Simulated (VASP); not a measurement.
A run of VASP 6.6.1 is set up as follows.

Contents of INCAR:

```
  PREC = Accurate
  ENCUT = 520
  EDIFF = 1E-6
  ISMEAR = 0
  SIGMA = 0.1
  LREAL = False
  LASPH = True
  NELM = 80
  ALGO = Fast
  ISIF = 2
  LWAVE = False
  LCHARG = False
  LDIPOL = True
  IDIPOL = 3
  DIPOL = 0.5 0.5 0.504
  GGA = PS
  NBANDS = 33
```

KPOINTS

```
Automatic mesh
0
Gamma
  10 10 1
```

POSCAR

```
Ag4O
1.0
    2.8669036825      0.0000000000      0.0000000000
    0.0000000000      2.8669036825      0.0000000000
    0.0000000000      0.0000000000     25.0816211046
Ag O
4 1
Direct
    0.5000000000      0.5000000000      0.3388935654
    0.0000000000      0.0000000000      0.4197179677
    0.5000000000      0.5000000000      0.5008162760
    0.0000000000      0.0000000000      0.5799214924
    0.3333333333      0.3333333333      0.6805005990
```

Potentials or basis: VASP PAW PBE potentials, release 64 (Ag, O).

Command:

```bash
$ cat potpaw_PBE.64/Ag/POTCAR potpaw_PBE.64/O/POTCAR > POTCAR
$ mpirun -np 1 vasp_std > vasp.out
```

(1) Estimate the band gap on the k mesh.

(2) Predict the largest force.

Answers

(1) zero (bands 25 and 26 overlap by 2.86 eV).

(2) 1.392 eV/Å.

Caveat: the PAW data sets were made with another functional, which shifts forces and pressure a little.
